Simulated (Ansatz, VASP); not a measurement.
One calculation of Ba, two programs

```
CELL_PARAMETERS angstrom
-2.50000 2.50000 2.50000
2.50000 -2.50000 2.50000
2.50000 2.50000 -2.50000
ATOMIC_POSITIONS crystal
Ba 0.00000 0.00000 0.00000
```

Alike in both runs: task relaxation of cell and atoms; functional PBEsol; k mesh 9 × 9 × 9; occupations fermi-dirac, width 0.1 eV; no spin polarisation.

|  | VASP | Ansatz |
| --- | --- | --- |
| version | VASP 6.6.1 | Ansatz 0.2.0 |
| potentials or method | VASP PAW PBE potentials, release 64 (Ba_sv), cutoff 600 eV | plane waves (420 eV) with PAW, scalar-relativistic |
| valence electrons in the cell | 10 | 10 |

VASP gave:

```
relaxed volume (Å³/atom)                                        : 58.73
relaxed length of the cell vector where the two differ most in proportion (Å) : 4.241
```

Task: Estimate Ansatz's values.

Result: Relaxed volume (Å³/atom): 58.01; relaxed length of the cell vector where the two differ most in proportion (Å): 4.224.

VASP's potentials were made for PBE, not for PBEsol, and Ansatz warns of the same on its side.

Neither program's run includes spin-orbit coupling.
